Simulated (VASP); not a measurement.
# Re (Fm-3m) in VASP: single point with PBE

Aim: the single point of Re with PBE.

All numbers are computed with VASP 6.6.1; they aren't measurements. Logs are shortened: lines on timing, memory, paths and dates and some standing lists are left out, and cuts for length are marked.

## Step 1: The cell of the first run

It takes space group Fm-3m (No. 225, cubic). The conventional cell has a = 3.950 Å, b = 3.950 Å, c = 3.950 Å, α = 90.00°, β = 90.00°, γ = 90.00°. Within 3.7 Å of Re (site symmetry m-3m) lie 12 Re at 2.79 Å.

This isn't the form of Re at room conditions, which is hcp.

## Step 2: Single point, PBE

POSCAR

```
Re
1.0
    0.0000000000      1.9750000000      1.9750000000
    1.9750000000      0.0000000000      1.9750000000
    1.9750000000      1.9750000000      0.0000000000
Re
1
Direct
    0.0000000000      0.0000000000      0.0000000000
```

INCAR.step1

```
SYSTEM = Re
PREC = Accurate ; ENCUT = 520
EDIFF = 1E-6 ; ISMEAR = -1
SIGMA = 0.1 ; LREAL = .False.
LASPH = .True. ; NELM = 100
ALGO = Normal ; ISIF = 2
LWAVE = .False. ; LCHARG = .True.
LMAXMIX = 4 ; GGA = PE
NBANDS = 10
```

KPOINTS.step1

```
Automatic mesh
0
Gamma
  17 17 17
  0 0 0
```

INCAR.step2

```
SYSTEM = Re
PREC = Accurate ; ENCUT = 520
EDIFF = 1E-6 ; ISMEAR = -5
SIGMA = 0.1 ; LREAL = .False.
LASPH = .True. ; NELM = 100
ALGO = Normal ; ISIF = 2
LWAVE = .False. ; LCHARG = .False.
LMAXMIX = 4 ; GGA = PE
LORBIT = 11 ; NBANDS = 10
NEDOS = 2001 ; ICHARG = 11
```

KPOINTS.step2

```
Automatic mesh
0
Gamma
  26 26 26
  0 0 0
```

Potentials or basis: VASP PAW PBE potentials, release 64 (Re).

Launch:

```console
cat potpaw_PBE.64/Re/POTCAR > POTCAR
cp INCAR.step1 INCAR
cp KPOINTS.step1 KPOINTS
mpirun -np 1 vasp_std > vasp.out
cp INCAR.step2 INCAR
cp KPOINTS.step2 KPOINTS
mpirun -np 1 vasp_std > vasp.out
```

OUTCAR:

```text
SYSTEM = Re
   PREC = Accurate
   ENCUT = 520
   EDIFF = 1E-6
   ISMEAR = -5
   LREAL = .False.
   LASPH = .True.
   NELM = 100
   ISIF = 2
   GGA = PE
   LORBIT = 11
   ICHARG = 11

 ion  position               nearest neighbor table
   1  0.000  0.000  0.000-

  LATTYP: Found a face centered cubic cell.
 ALAT       =     3.9500000000

  Lattice vectors:

 A1 = (   0.0000000000,   1.9750000000,   1.9750000000)
 A2 = (   1.9750000000,   0.0000000000,   1.9750000000)
 A3 = (   1.9750000000,   1.9750000000,   0.0000000000)

Analysis of symmetry for initial positions (statically):
=====================================================================
 Subroutine PRICEL returns:
 Original cell was already a primitive cell.

 Routine SETGRP: Setting up the symmetry group for a
 face centered cubic supercell.

 Subroutine GETGRP returns: Found 48 space group operations
 (whereof 48 operations were pure point group operations)
 out of a pool of 48 trial point group operations.

The static configuration has the point symmetry O_h .

Analysis of symmetry for dynamics (positions and initial velocities):
=====================================================================
 Subroutine PRICEL returns:
 Original cell was already a primitive cell.

 Routine SETGRP: Setting up the symmetry group for a
 face centered cubic supercell.

 Subroutine GETGRP returns: Found 48 space group operations
 (whereof 48 operations were pure point group operations)
 out of a pool of 48 trial point group operations.

The dynamic configuration has the point symmetry O_h .

 Subroutine INISYM returns: Found 48 space group operations
 (whereof 48 operations are pure point group operations),
 and found     1 'primitive' translations

----------------------------------------------------------------------------------------

                                     Primitive cell

  volume of cell :      15.4075

  direct lattice vectors                    reciprocal lattice vectors
     0.000000000  1.975000000  1.975000000    -0.253164557  0.253164557  0.253164557
     1.975000000  0.000000000  1.975000000     0.253164557 -0.253164557  0.253164557
     1.975000000  1.975000000  0.000000000     0.253164557  0.253164557 -0.253164557

  length of vectors
     2.793071786  2.793071786  2.793071786     0.438493875  0.438493875  0.438493875

  position of ions in fractional coordinates (direct lattice)
     0.000000000  0.000000000  0.000000000

  ion indices of the primitive-cell ions
   primitive index   ion index
                 1           1

----------------------------------------------------------------------------------------

 KPOINTS: Automatic mesh

Automatic generation of k-mesh.
 Grid dimensions read from file:
 generate k-points for:   26   26   26

 Generating k-lattice:

  Cartesian coordinates                     Fractional coordinates (reciprocal lattice)
    -0.009737098  0.009737098  0.009737098     0.038461538  0.000000000  0.000000000
     0.009737098 -0.009737098  0.009737098     0.000000000  0.038461538  0.000000000
     0.009737098  0.009737098 -0.009737098     0.000000000  0.000000000  0.038461538

  Length of vectors
     0.016865149  0.016865149  0.016865149

  Shift w.r.t. Gamma in fractional coordinates (k-lattice)
     0.000000000  0.000000000  0.000000000

 TETIRR: Found   2360 inequivalent tetrahedra from   105456

 Subroutine IBZKPT returns following result:
 ===========================================

 Found    511 irreducible k-points:

 Following reciprocal coordinates:
            Coordinates               Weight
  0.000000  0.000000  0.000000      1.000000
  0.038462  0.000000  0.000000      8.000000
  0.076923  0.000000  0.000000      8.000000
  0.115385  0.000000  0.000000      8.000000
  0.153846  0.000000  0.000000      8.000000
  0.192308  0.000000  0.000000      8.000000
[... 16 lines left out ...]
  0.346154  0.038462  0.000000     24.000000
  0.384615  0.038462  0.000000     24.000000
 [... further k-points ...]
   k-points           NKPTS =    511   k-points in BZ     NKDIM =    511   number of bands    NBANDS=     10
   number of dos      NEDOS =   2001   number of ions     NIONS =      1
   total plane-waves  NPLWV =  13824
   dimension x,y,z NGX =    24 NGY =   24 NGZ =   24
   dimension x,y,z NGXF=    48 NGYF=   48 NGZF=   48
   ions per type =               1
   NGX,Y,Z   is equivalent  to a cutoff of  14.28, 14.28, 14.28 a.u.
   NGXF,Y,Z  is equivalent  to a cutoff of  28.57, 28.57, 28.57 a.u.
 SYSTEM =  Re
   PREC   = accura    normal or accurate (medium, high low for compatibility)
   ISTART =      0    job   : 0-new  1-cont  2-samecut
   ICHARG =     11    charge: 1-file 2-atom 10-const
   ISPIN  =      1    spin polarized calculation?
   LNONCOLLINEAR =      F non collinear calculations
   LSORBIT =      F    spin-orbit coupling
   LASPH  =      T    aspherical Exc in radial PAW
   ENCUT  =  520.0 eV  38.22 Ry    6.18 a.u.   5.19  5.19  5.19*2*pi/ulx,y,z
   NELM   =    100;   NELMIN=  2; NELMDL=  0     # of ELM steps
   EDIFF  = 0.1E-05   stopping-criterion for ELM
   LREAL  =      F    real-space projection
[... 7 lines left out ...]
   TEBEG  =    0.0;   TEEND  =   0.0 temperature during run
   PSTRESS=    0.0 pullay stress
   NELECT =       7.0000    total number of electrons
   NUPDOWN=      -1.0000    fix difference up-down
   EMIN   =  10.00;   EMAX   =-10.00  energy-range for DOS
   EFERMI =   0.00;   METHOD = LEGACY
   ISMEAR =    -5;   SIGMA  =   0.10  broadening in eV -4-tet -1-fermi 0-gaus
   EFERMI_NEDOS =   21; number of points for ismear=-14 and -15
   IALGO  =     38    algorithm
   IMIX   =      4    mixing-type and parameters
     AMIX     =   0.40;   BMIX     =  1.00
     AMIX_MAG =   1.60;   BMIX_MAG =  1.00
  volume/ion in A,a.u.               =      15.41       103.97
  Fermi-wavevector in a.u.,A,eV,Ry     =   1.258531  2.378278 21.550255  1.583899
  Thomas-Fermi vector in A             =   2.392135
   LORBIT       =     11    0 simple, 1 ext, 2 COOP (PROOUT), +10 PAW based schemes
   GGA     = PE    functional components
   LHFCALC =     F    Hartree Fock is set to
   AEXX    =    0.0000 exact exchange contribution
   IVDW    =     0    specifies the selected vdW correction
   LEPSILON=     F    determine dielectric tensor
   LRPA    =     F    only Hartree local field effects (RPA)
 non-spin polarized calculation
 Fermi weights with tetrahedron method with Bloechl corrections
  energy-cutoff  :      520.00
  volume of cell :       15.41
 maximum number of plane-waves:       431
 NGX is ok and might be reduce to    24

 number of electron       7.0000000 magnetization

 Free energy of the ion-electron system (eV)
  ---------------------------------------------------
  ext. energy  EPLUGINS =         0.00000000
  ---------------------------------------------------
  free energy    TOTEN  =       -12.34996267 eV

  energy without entropy =      -12.34996267  energy(sigma->0) =      -12.34996267

 E-fermi :   7.6046     XC(G=0): -13.4778

 val. band max:        7.6579311130   @ k =   0.3462   0.2308   0.1154
 cond. band min:       7.5183881454   @ k =  -0.1923   0.1923   0.0000
 fundamental gap:     -0.1395429676
 Fermi energy:         7.6046113633

 k-point     1 :       0.0000    0.0000    0.0000
  band No.  band energies     occupation
      1      -2.2197      2.00000
      2       5.7941      2.00000
      3       5.7941      2.00000
      4       5.7941      2.00000
      5       8.7670      0.00000
      6       8.7670      0.00000
      7      21.4536      0.00000
      8      26.8541      0.00000
      9      26.8541      0.00000
     10      26.8548      0.00000

 k-point     2 :       0.0385    0.0000    0.0000
  band No.  band energies     occupation
      1      -2.1539      2.00000
      2       5.7489      2.00000
      3       5.8252      2.00000
      4       5.8252      2.00000
      5       8.7420      0.00000
      6       8.7420      0.00000
      7      21.5817      0.00000
      8      26.4674      0.00000
      9      26.9729      0.00000
     10      26.9734      0.00000

 k-point     3 :       0.0769    0.0000    0.0000
  band No.  band energies     occupation
      1      -1.9597      2.00000
      2       5.6226      2.00000
      3       5.9133      2.00000
      4       5.9133      2.00000
      5       8.6758      0.00000
      6       8.6758      0.00000
      7      21.9503      0.00000
      8      25.6202      0.00000
      9      27.3236      0.00000
     10      27.3238      0.00000

 k-point     4 :       0.1154    0.0000    0.0000
  band No.  band energies     occupation
      1      -1.6470      2.00000
      2       5.4406      2.00000
      3       6.0403      2.00000
      4       6.0403      2.00000
      5       8.5958      0.00000
      6       8.5958      0.00000
      7      22.5036      0.00000
      8      24.6749      0.00000
      9      27.8907      0.00000
     10      27.8907      0.00000
[... 222 lines left out ...]
 k-point    22 :       0.3077    0.0385    0.0000
  band No.  band energies     occupation
      1       0.5544      2.00000
      2       5.1184      2.00000
      3       6.0604      2.00000
      4       6.1762      2.00000
      5       9.1336      0.00000
      6       9.6592      0.00000
      7      20.4715      0.00000
      8      24.2688      0.00000
      9      30.4335      0.00000
     10      31.0619      0.00000

 k-point    23 :       0.3462    0.0385    0.0000
  band No.  band energies     occupation
      1       0.8419      2.00000
      2       5.5127      2.00000
      3       5.9045      2.00000
      4       6.0415      2.00000
      5       9.6319      0.00000
      6      10.0890      0.00000
      7      19.6652      0.00000
      8      23.3375      0.00000
      9      29.5001      0.00000
     10      30.5170      0.00000

 k-point    24 :       0.3846    0.0385    0.0000
  band No.  band energies     occupation
      1       1.0012      2.00000
      2       5.7527      2.00000
      3       5.9061      2.00000
      4       6.0886      2.00000
      5      10.1510      0.00000
      6      10.5087      0.00000
      7      18.8248      0.00000
      8      22.4179      0.00000
      9      28.5365      0.00000
     10      29.4086      0.00000

 [... further k-points ...]

------------------------ aborting loop because EDIFF is reached ----------------------------------------

  FORCE on cell =-STRESS in cart. coord.  units (eV):
  Direction    XX          YY          ZZ          XY          YZ          ZX
  --------------------------------------------------------------------------------------
  -------------------------------------------------------------------------------------
  Total       -1.0093965     -1.0093965     -1.0093965      0.0000000      0.0000000      0.0000000
  in kB     -104.9641708   -104.9641708   -104.9641708      0.0000000      0.0000000      0.0000000
  external PRESSURE =    -104.9641708 kB  Pullay stress =       0.0000000 kB

 VOLUME and BASIS-vectors are now :
 -----------------------------------------------------------------------------
  energy-cutoff  :      520.00
  volume of cell :       15.41
      direct lattice vectors                 reciprocal lattice vectors
     0.000000000  1.975000000  1.975000000    -0.253164557  0.253164557  0.253164557
     1.975000000  0.000000000  1.975000000     0.253164557 -0.253164557  0.253164557
     1.975000000  1.975000000  0.000000000     0.253164557  0.253164557 -0.253164557

 POSITION                                       TOTAL-FORCE (eV/Angst)
 -----------------------------------------------------------------------------------
      0.00000      0.00000      0.00000         0.000000      0.000000     -0.000000
 -----------------------------------------------------------------------------------
    total drift:                               -0.000000     -0.000000      0.000000

  FREE ENERGIE OF THE ION-ELECTRON SYSTEM (eV)
  ---------------------------------------------------
  free  energy   TOTEN  =       -12.3499626710 eV

  energy  without entropy=      -12.3499626710  energy(sigma->0) =      -12.34996267

 total charge

# of ion       s       p       d       tot
------------------------------------------
    1        0.602   0.640   4.744   5.986
```

Wall time 93 s (1 thread of AMD EPYC 9R14 (Zen 4), shared host); peak memory 0.17 GiB.

Results:

```yaml
Valence_electrons_inside_the_program's_atomic_spheres: Re 5.99
```

Caveat: spin-orbit coupling is left out, which moves the levels of the heavy elements; tetrahedron occupations give inexact forces and stress in metals.
